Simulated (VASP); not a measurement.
A run of VASP 6.6.1:

File INCAR:

```
SYSTEM = LiAl32O48
PREC = Accurate ; ENCUT = 520
EDIFF = 1E-6 ; ISMEAR = -1
SIGMA = 0.01 ; LREAL = Auto
LASPH = .TRUE. ; NELM = 100
ALGO = Normal ; ISIF = 2
LWAVE = .FALSE. ; LCHARG = .TRUE.
GGA = PE ; LELF = .TRUE.
LVHAR = .TRUE. ; NELECT = 386.0
NBANDS = 240
```

File KPOINTS:

```
regular mesh
0
G
  1 1 1
  0 0 0
```

File POSCAR:

```
LiAl32O48
1.0
    4.8078835200      2.7758328500      8.7484141900
   -4.8078835200      2.7758328500      8.7484141900
    0.0000000000     -5.5516656900      8.7484141900
Al O Li
32 48 1
Direct
    0.3127278616      0.3202985525      0.3403365081
    0.4265922741      0.4276237051      0.4267176571
    0.0734226823      0.0734688565      0.0764165896
    0.1755869071      0.1778153305      0.1757918425
    0.3191280321      0.3210829464      0.8201588351
    0.4178544831      0.4271583690      0.9063559866
    0.0722462783      0.0749039966      0.5746497980
    0.1726093059      0.1734410648      0.6833424775
    0.3235320004      0.8265369068      0.3238565059
    0.4249106015      0.9303282119      0.4250588111
    0.0724308557      0.5749773484      0.0744743980
    0.1742539032      0.6776727131      0.1769933462
    0.3235473614      0.8237094369      0.8238768981
    0.4252237544      0.9260915458      0.9271191186
    0.0725444052      0.5741630467      0.5749481268
    0.1744520296      0.6793954189      0.6734405502
    0.8239260970      0.3245448224      0.3234240687
    0.9237278384      0.4270473364      0.4264527505
    0.5733964557      0.0771693757      0.0713079692
    0.6841892103      0.1648091152      0.1851257801
    0.8235586534      0.3242659833      0.8222221199
    0.9250286538      0.4264086290      0.9263527906
    0.5725215786      0.0732979618      0.5768495933
    0.6765941579      0.1765283826      0.6745194653
    0.8250817082      0.8207049382      0.3265875034
    0.9260896891      0.9261069524      0.4280315881
    0.5790284067      0.5809779132      0.0769543184
    0.6772552492      0.6805178075      0.1764067053
    0.8243358119      0.8255658750      0.8232093856
    0.9257837592      0.9264838593      0.9270223731
    0.5742680778      0.5786539994      0.5684670424
    0.6752796695      0.6763818176      0.6766650890
    0.2218370705      0.0317230638      0.3740217200
    0.4712417380      0.1306787869      0.2777819941
    0.0279965771      0.3760699015      0.2213580705
    0.3742150807      0.2236126385      0.0233176543
    0.1186277987      0.2786404106      0.4777000802
    0.2788482559      0.4680943132      0.1254466244
    0.2215826418      0.0256450747      0.8787468643
    0.4712601390      0.1243226574      0.7776844883
    0.0255735111      0.3753122253      0.7241197544
    0.3716386620      0.2220435237      0.5323396037
    0.1230251662      0.2780420248      0.9720044011
    0.2757439837      0.4733773074      0.6238148479
    0.2219804213      0.5272958463      0.3751603201
    0.4722989606      0.6266706289      0.2789312207
    0.0273108695      0.8750121465      0.2233956327
    0.3776921233      0.7155295508      0.0311001499
    0.1250432991      0.7792885584      0.4715154376
    0.2783232389      0.9722628874      0.1252840301
    0.2168483152      0.5301589421      0.8732822823
    0.4688297381      0.6234624360      0.7798602691
    0.0279278150      0.8761929576      0.7215431124
    0.3740026149      0.7247099465      0.5268152990
    0.1253497740      0.7776376231      0.9728044485
    0.2773034836      0.9736125739      0.6255644844
    0.7224331346      0.0243646423      0.3807746935
    0.9714861930      0.1254993917      0.2785102181
    0.5341824962      0.3726257537      0.2242946889
    0.8737224671      0.2213780442      0.0297011712
    0.6249264390      0.2783005291      0.4711876102
    0.7793628176      0.4741411970      0.1240907972
    0.7215720124      0.0295970537      0.8741210369
    0.9707871202      0.1244947790      0.7808145731
    0.5255363339      0.3791114055      0.7131108272
    0.8737453214      0.2235323978      0.5279400278
    0.6225569446      0.2807081887      0.9625644496
    0.7761231936      0.4742277766      0.6244728143
    0.7223833281      0.5303909480      0.3731478271
    0.9724198195      0.6245590627      0.2783505939
    0.5277939311      0.8788868794      0.2210595651
    0.8749074209      0.7243781918      0.0279254099
    0.6236016617      0.7801568271      0.4718698987
    0.7772303085      0.9733931307      0.1267985304
    0.7155830119      0.5271229554      0.8799433034
    0.9696029427      0.6261229076      0.7782579997
    0.5269943172      0.8737660293      0.7239833609
    0.8747471799      0.7204907390      0.5296482143
    0.6246946116      0.7805022548      0.9723524297
    0.7775966478      0.9724227072      0.6258974167
    0.4914168848      0.4297546172      0.0587468940
```

Potentials or basis: VASP PAW PBE potentials, release 64 (Al, O, Li_sv).

Command:

```bash
$ cat potpaw_PBE.64/Al/POTCAR potpaw_PBE.64/O/POTCAR potpaw_PBE.64/Li_sv/POTCAR > POTCAR
$ mpirun -np 1 vasp_gam > vasp.out
```

Hardware: 1 thread of AMD EPYC 7R13 Processor (Zen 3), on a shared host.

Q: How long does it take, and how much memory?

A: Run time: 6.1 min on 1 thread of AMD EPYC 7R13 Processor (Zen 3), on a shared host, peak memory 0.92 GiB. Counts: scf iterations 16, k points 1.
